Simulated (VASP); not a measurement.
Input of a VASP 6.6.1 run:

File INCAR:

```
SYSTEM = Mo
PREC = Accurate ; ENCUT = 520
EDIFF = 1E-7 ; ISMEAR = 0
SIGMA = 0.15 ; LREAL = .False.
LASPH = .True. ; NELM = 80
ALGO = Fast ; ISIF = 2
LWAVE = .False. ; LCHARG = .True.
GGA = PE ; LELF = .True.
LVHAR = .True. ; NBANDS = 13
```

File KPOINTS:

```
Automatic mesh
0
Gamma
  20 20 20
  0 0 0
```

File POSCAR:

```
Mo
1.0
   -1.3642949695      1.6803417569      1.6960650846
    1.3642949695     -1.6803417569      1.6960650846
    1.3642949695      1.6803417569     -1.6960650846
Mo
1
Direct
    0.0000000000      0.0000000000      0.0000000000
```

Potentials or basis: VASP PAW PBE potentials, release 64 (Mo_sv).

The run is started by

```sh
$ cat potpaw_PBE.64/Mo_sv/POTCAR > POTCAR
$ mpirun -np 1 vasp_std > vasp.out
```

Task: Estimate the band gap on the k mesh.

Result: Zero (band 7 reaches 16.68 eV, above the bottom of band 8 at 10.99 eV).

Task: What does it give for the pressure?

Result: 9.7 GPa.

Stress tensor (GPa, compression positive):
```
30.81  0.00  0.00
 0.00 -0.58  0.00
 0.00  0.00 -1.11
```

Caveat: the cell differs from its parent crystal (strain +e along x and -e along y -0.1000, strain +e along z and -e/2 along x and y +0.0733).
